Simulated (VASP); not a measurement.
The system is C.

```
CELL_PARAMETERS angstrom
1.37221 -2.17505 0.00000
1.37221 2.17505 0.00000
0.00000 0.00000 2.71454
ATOMIC_POSITIONS crystal
C 0.00000 0.50000 0.00000
C 0.50000 0.00000 0.00000
C 0.50000 0.50000 0.50000
```

The cell was built from a structure type or drawn by symmetry, and may not be a known phase.

* Program: VASP 6.6.1
* Task: relaxation of cell and atoms
* Functional: PBE
* Potentials or basis: VASP PAW PBE potentials, release 64 (C)
* Cutoff: 600 eV
* k mesh: 8 × 8 × 6
* Occupations: gaussian, width 0.1 eV
* Spin: no spin polarisation

At the start: pressure 63.3 GPa; volume 5.40 Å³/atom.

Q: Where does the relaxation end?

A: Over 12 steps the energy falls by 363.5 meV/atom and the volume is 6.41 Å³/atom (+18.7 %); space group Cmmm (No. 65, to 0.1 Å) before and after.

Step by step:
| step | energy change (eV) | largest force (eV/Å) | pressure (GPa) | volume (Å³) |
| --- | --- | --- | --- | --- |
| 1 | 0.0000 | 0.0000 | 63.27 | 16.20 |
| 2 | -0.5843 | 0.0000 | -32.27 | 21.60 |
| 3 | -0.8221 | 0.0000 | -12.08 | 19.42 |
| 4 | -1.0602 | 0.0000 | 6.73 | 19.41 |
| 5 | -1.0866 | 0.0000 | 0.29 | 19.43 |
| 6 | -1.0875 | 0.0000 | -0.70 | 19.44 |
| 7 | -1.0874 | 0.0000 | -0.37 | 19.43 |
| 8 | -1.0895 | 0.0000 | -1.68 | 19.40 |
| 9 | -1.0895 | 0.0000 | -1.75 | 19.40 |
| 10 | -1.0902 | 0.0000 | 0.48 | 19.21 |
| 11 | -1.0903 | 0.0000 | -0.03 | 19.25 |
| 12 | -1.0905 | 0.0000 | -0.14 | 19.23 |

Final structure:
```xyz
3
Lattice="1.4091 -2.5879 0.0000 1.4091 2.5879 0.0000 0.0000 0.0000 2.6362" Properties=species:S:1:pos:R:3 pbc="T T T"
C     2.1136   -1.2939    0.0000
C     2.1136    1.2939    0.0000
C     1.4091    0.0000    1.3181
```

Caveat: the k points lie up to 0.40 Å⁻¹ apart in the final cell, too coarse for converged energies and pressures of a metal; the volume moved by over 15 % at a fixed basis, so the end points are rough.
